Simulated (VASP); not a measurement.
# GaSb (Immm) in VASP: a series of runs

GaSb is run at these levels: PBE; tasks: single point.

Everything below comes from runs of VASP 6.6.1. Logs are shortened: lines on timing, memory, paths and dates and some standing lists are left out, and cuts for length are marked.

## Step 1: The cell of the first run

It takes space group Immm (No. 71, orthorhombic). Conventional cell: a = 3.378 Å, b = 5.181 Å, c = 5.478 Å, α = 90.00°, β = 90.00°, γ = 90.00°. Within 3.6 Å of Ga (site symmetry mmm) lie 6 Sb at 2.74 to 3.09 Å and 2 Ga at 3.38 Å. Sb (site symmetry mmm) has 6 Ga at 2.74 to 3.09 Å and 2 Sb at 3.38 Å within 3.6 Å.

## Step 2: Single point, PBE

Input file INCAR:

```
  PREC = Accurate
  ENCUT = 520
  EDIFF = 1E-6
  ISMEAR = 0
  SIGMA = 0.15
  LREAL = False
  LASPH = True
  NELM = 80
  ALGO = Normal
  ISIF = 2
  LWAVE = False
  LCHARG = False
  GGA = PE
  NBANDS = 16
```

Input file KPOINTS:

```
regular mesh
0
Gamma
  16 16 16
```

Input file POSCAR:

```
GaSb
1.0
   -1.6888290409      2.5903575563      2.7388012409
    1.6888290409     -2.5903575563      2.7388012409
    1.6888290409      2.5903575563     -2.7388012409
Ga Sb
1 1
Direct
    0.0000000000      0.0000000000      0.0000000000
    0.5000000000      0.5000000000      0.0000000000
```

Potentials or basis: VASP PAW PBE potentials, release 64 (Ga_d, Sb).

Launch:

```
cat potpaw_PBE.64/Ga_d/POTCAR potpaw_PBE.64/Sb/POTCAR > POTCAR
mpirun -np 1 vasp_std > vasp.out
```

OUTCAR:

```text
PREC = Accurate
   ENCUT = 520
   EDIFF = 1E-6
   ISMEAR = 0
   LREAL = False
   LASPH = True
   NELM = 80
   ISIF = 2
   GGA = PE

 ion  position               nearest neighbor table
   1  0.000  0.000  0.000-   2 2.74   2 2.74   2 3.09   2 3.09   2 3.09   2 3.09
   2  0.500  0.500  0.000-   1 2.74   1 2.74   1 3.09   1 3.09   1 3.09   1 3.09

  LATTYP: Found a body centered orthorhombic cell.
 ALAT       =     3.3776580818
 B/A-ratio  =     1.5338186954
 C/A-ratio  =     1.6217160971

  Lattice vectors:

 A1 = (  -1.6888290409,   2.5903575563,   2.7388012409)
 A2 = (   1.6888290409,  -2.5903575563,   2.7388012409)
 A3 = (   1.6888290409,   2.5903575563,  -2.7388012409)

Analysis of symmetry for initial positions (statically):
=====================================================================
 Subroutine PRICEL returns:
 Original cell was already a primitive cell.

 Routine SETGRP: Setting up the symmetry group for a
 body centered orthorhombic supercell.

 Subroutine GETGRP returns: Found  8 space group operations
 (whereof  8 operations were pure point group operations)
 out of a pool of  8 trial point group operations.

The static configuration has the point symmetry D_2h.

Analysis of symmetry for dynamics (positions and initial velocities):
=====================================================================
 Subroutine PRICEL returns:
 Original cell was already a primitive cell.

 Routine SETGRP: Setting up the symmetry group for a
 body centered orthorhombic supercell.

 Subroutine GETGRP returns: Found  8 space group operations
 (whereof  8 operations were pure point group operations)
 out of a pool of  8 trial point group operations.

The dynamic configuration has the point symmetry D_2h.

 Subroutine INISYM returns: Found  8 space group operations
 (whereof  8 operations are pure point group operations),
 and found     1 'primitive' translations

----------------------------------------------------------------------------------------

                                     Primitive cell

  volume of cell :      47.9254

  direct lattice vectors                    reciprocal lattice vectors
    -1.688829041  2.590357556  2.738801241     0.000000000  0.193023546  0.182561623
     1.688829041 -2.590357556  2.738801241     0.296063123  0.000000000  0.182561623
     1.688829041  2.590357556 -2.738801241     0.296063123  0.193023546  0.000000000

  length of vectors
     4.130753931  4.130753931  4.130753931     0.265681831  0.347824840  0.353428157

  position of ions in fractional coordinates (direct lattice)
     0.000000000  0.000000000  0.000000000
     0.500000000  0.500000000  0.000000000

  ion indices of the primitive-cell ions
   primitive index   ion index
                 1           1
                 2           2

----------------------------------------------------------------------------------------

 KPOINTS: regular mesh

Automatic generation of k-mesh.
 Grid dimensions read from file:
 generate k-points for:   16   16   16

 Generating k-lattice:

  Cartesian coordinates                     Fractional coordinates (reciprocal lattice)
     0.000000000  0.012063972  0.011410101     0.062500000 -0.000000000  0.000000000
     0.018503945  0.000000000  0.011410101     0.000000000  0.062500000  0.000000000
     0.018503945  0.012063972  0.000000000     0.000000000 -0.000000000  0.062500000

  Length of vectors
     0.016605114  0.021739052  0.022089260

  Shift w.r.t. Gamma in fractional coordinates (k-lattice)
     0.000000000  0.000000000  0.000000000

 Subroutine IBZKPT returns following result:
 ===========================================

 Found    621 irreducible k-points:

 Following reciprocal coordinates:
            Coordinates               Weight
  0.000000  0.000000  0.000000      1.000000
  0.062500 -0.000000  0.000000      4.000000
  0.125000 -0.000000  0.000000      4.000000
  0.187500 -0.000000  0.000000      4.000000
  0.250000 -0.000000  0.000000      4.000000
  0.312500 -0.000000  0.000000      4.000000
[... 16 lines left out ...]
 -0.187500  0.062500 -0.000000      8.000000
 -0.125000  0.062500 -0.000000      8.000000
 [... further k-points ...]
   k-points           NKPTS =    621   k-points in BZ     NKDIM =    621   number of bands    NBANDS=     16
   number of dos      NEDOS =    301   number of ions     NIONS =      2
   total plane-waves  NPLWV =  32768
   dimension x,y,z NGX =    32 NGY =   32 NGZ =   32
   dimension x,y,z NGXF=    64 NGYF=   64 NGZF=   64
   ions per type =               1   1
   NGX,Y,Z   is equivalent  to a cutoff of  12.88, 12.88, 12.88 a.u.
   NGXF,Y,Z  is equivalent  to a cutoff of  25.76, 25.76, 25.76 a.u.
 SYSTEM =  unknown system
   PREC   = accura    normal or accurate (medium, high low for compatibility)
   ISTART =      0    job   : 0-new  1-cont  2-samecut
   ICHARG =      2    charge: 1-file 2-atom 10-const
   ISPIN  =      1    spin polarized calculation?
   LNONCOLLINEAR =      F non collinear calculations
   LSORBIT =      F    spin-orbit coupling
   LASPH  =      T    aspherical Exc in radial PAW
   ENCUT  =  520.0 eV  38.22 Ry    6.18 a.u.   7.68  7.68  7.68*2*pi/ulx,y,z
   NELM   =     80;   NELMIN=  2; NELMDL= -5     # of ELM steps
   EDIFF  = 0.1E-05   stopping-criterion for ELM
   LREAL  =      F    real-space projection
   EDIFFG = 0.1E-04   stopping-criterion for IOM
   NSW    =      0    number of steps for IOM
   IBRION =     -1    ionic relax: 0-MD 1-quasi-New 2-CG
   NFREE  =      0    steps in history (QN), initial steepest desc. (CG)
   ISIF   =      2    stress and relaxation
   ISYM   =      2    0-nonsym 1-usesym 2-fastsym
   POTIM  = 0.5000    time-step for ionic-motion
   TEBEG  =    0.0;   TEEND  =   0.0 temperature during run
   PSTRESS=    0.0 pullay stress
   NELECT =      18.0000    total number of electrons
   NUPDOWN=      -1.0000    fix difference up-down
   EMIN   =  10.00;   EMAX   =-10.00  energy-range for DOS
   EFERMI =   0.00;   METHOD = LEGACY
   ISMEAR =     0;   SIGMA  =   0.15  broadening in eV -4-tet -1-fermi 0-gaus
   EFERMI_NEDOS =   21; number of points for ismear=-14 and -15
   IALGO  =     38    algorithm
   IMIX   =      4    mixing-type and parameters
     AMIX     =   0.40;   BMIX     =  1.00
     AMIX_MAG =   1.60;   BMIX_MAG =  1.00
  volume/ion in A,a.u.               =      23.96       161.71
  Fermi-wavevector in a.u.,A,eV,Ry     =   1.181164  2.232077 18.982160  1.395149
  Thomas-Fermi vector in A             =   2.317443
   LORBIT       =      0    0 simple, 1 ext, 2 COOP (PROOUT), +10 PAW based schemes
   GGA     = PE    functional components
   LHFCALC =     F    Hartree Fock is set to
   AEXX    =    0.0000 exact exchange contribution
   IVDW    =     0    specifies the selected vdW correction
   LEPSILON=     F    determine dielectric tensor
   LRPA    =     F    only Hartree local field effects (RPA)
 non-spin polarized calculation
 Gauss-broadening in eV      SIGMA  =   0.15
  energy-cutoff  :      520.00
  volume of cell :       47.93
 maximum number of plane-waves:      1306
   NGX = 15   NGY = 15   NGZ = 15

 number of electron      18.0000001 magnetization

 Free energy of the ion-electron system (eV)
  ---------------------------------------------------
  ext. energy  EPLUGINS =         0.00000000
  ---------------------------------------------------
  free energy    TOTEN  =        -6.91391239 eV

  energy without entropy =       -6.90437967  energy(sigma->0) =       -6.90914603

 E-fermi :   6.6265     XC(G=0): -10.2639

 val. band max:        6.6243419030   @ k =   0.4375   0.3125   0.0625
 cond. band min:       6.6267680053   @ k =  -0.3750  -0.3125   0.1250
 fundamental gap:      0.0024261023
 Fermi energy:         6.6265469808

 k-point     1 :       0.0000    0.0000    0.0000
  band No.  band energies     occupation
      1      -8.3447      2.00000
      2      -8.2871      2.00000
      3      -8.2809      2.00000
      4      -8.2801      2.00000
      5      -8.2588      2.00000
      6      -5.3276      2.00000
[... 8 lines left out ...]
     15      15.5141      0.00000
     16      16.5432      0.00000

 k-point     2 :       0.0625   -0.0000    0.0000
  band No.  band energies     occupation
      1      -8.3446      2.00000
      2      -8.2878      2.00000
      3      -8.2808      2.00000
      4      -8.2796      2.00000
      5      -8.2587      2.00000
      6      -5.2900      2.00000
[... 8 lines left out ...]
     15      15.4435      0.00000
     16      16.5556      0.00000

 k-point     3 :       0.1250   -0.0000    0.0000
  band No.  band energies     occupation
      1      -8.3441      2.00000
      2      -8.2899      2.00000
      3      -8.2807      2.00000
      4      -8.2782      2.00000
      5      -8.2583      2.00000
      6      -5.1778      2.00000
[... 8 lines left out ...]
     15      15.1510      0.00000
     16      16.8638      0.00000

 k-point     4 :       0.1875   -0.0000    0.0000
  band No.  band energies     occupation
      1      -8.3436      2.00000
      2      -8.2930      2.00000
      3      -8.2805      2.00000
      4      -8.2761      2.00000
      5      -8.2577      2.00000
      6      -4.9929      2.00000
[... 8 lines left out ...]
     15      14.8449      0.00000
     16      16.5860      0.00000
[... 324 lines left out ...]
 k-point    22 :      -0.2500    0.0625   -0.0000
  band No.  band energies     occupation
      1      -8.3418      2.00000
      2      -8.2949      2.00000
      3      -8.2823      2.00000
      4      -8.2743      2.00000
      5      -8.2581      2.00000
      6      -4.8076      2.00000
[... 8 lines left out ...]
     15      15.3549      0.00000
     16      16.2340      0.00000

 k-point    23 :      -0.1875    0.0625   -0.0000
  band No.  band energies     occupation
      1      -8.3420      2.00000
      2      -8.2917      2.00000
      3      -8.2823      2.00000
      4      -8.2765      2.00000
      5      -8.2589      2.00000
      6      -5.0291      2.00000
[... 8 lines left out ...]
     15      15.4894      0.00000
     16      16.1856      0.00000

 k-point    24 :      -0.1250    0.0625   -0.0000
  band No.  band energies     occupation
      1      -8.3422      2.00000
      2      -8.2891      2.00000
      3      -8.2823      2.00000
      4      -8.2783      2.00000
      5      -8.2595      2.00000
      6      -5.1804      2.00000
[... 8 lines left out ...]
     15      15.3976      0.00000
     16      16.0896      0.00000

 [... further k-points ...]
[... 5 lines left out ...]
  --------------------------------------------------------------------------------------
  -------------------------------------------------------------------------------------
  Total       -0.7892979     -0.5715082      2.2853003      0.0000000      0.0000000      0.0000000
  in kB      -26.3867338    -19.1058839     76.3990487      0.0000000      0.0000000      0.0000000
  external PRESSURE =      10.3021437 kB  Pullay stress =       0.0000000 kB

 VOLUME and BASIS-vectors are now :
 -----------------------------------------------------------------------------
  energy-cutoff  :      520.00
  volume of cell :       47.93
      direct lattice vectors                 reciprocal lattice vectors
    -1.688829041  2.590357556  2.738801241     0.000000000  0.193023546  0.182561623
     1.688829041 -2.590357556  2.738801241     0.296063123  0.000000000  0.182561623
     1.688829041  2.590357556 -2.738801241     0.296063123  0.193023546  0.000000000

 POSITION                                       TOTAL-FORCE (eV/Angst)
 -----------------------------------------------------------------------------------
      0.00000      0.00000      0.00000        -0.000000      0.000000      0.000000
      0.00000      0.00000      2.73880         0.000000     -0.000000      0.000000
 -----------------------------------------------------------------------------------
    total drift:                               -0.000000      0.000000      0.000000

  FREE ENERGIE OF THE ION-ELECTRON SYSTEM (eV)
  ---------------------------------------------------
  free  energy   TOTEN  =        -6.9139123924 eV

  energy  without entropy=       -6.9043796671  energy(sigma->0) =       -6.90914603
```

Run time: 4 min. Hardware: 1 thread of Intel Xeon Platinum 8488C (Sapphire Rapids), shared host; peak memory 0.58 GiB.

What came out:

```yaml
Free_energy: -6.9139 eV
Pressure: 1.0 GPa
Band_gap_on_the_k_mesh: zero (bands 9 and 10 overlap by 5.27 eV)
```

Caveat: the cell differs from its parent crystal (strain +e along x and -e along y +0.0267, strain +e along z and -e/2 along x and y -0.0500); spin-orbit coupling is left out, which moves the levels of the heavy elements.

(Continued in part 2 of 2.)
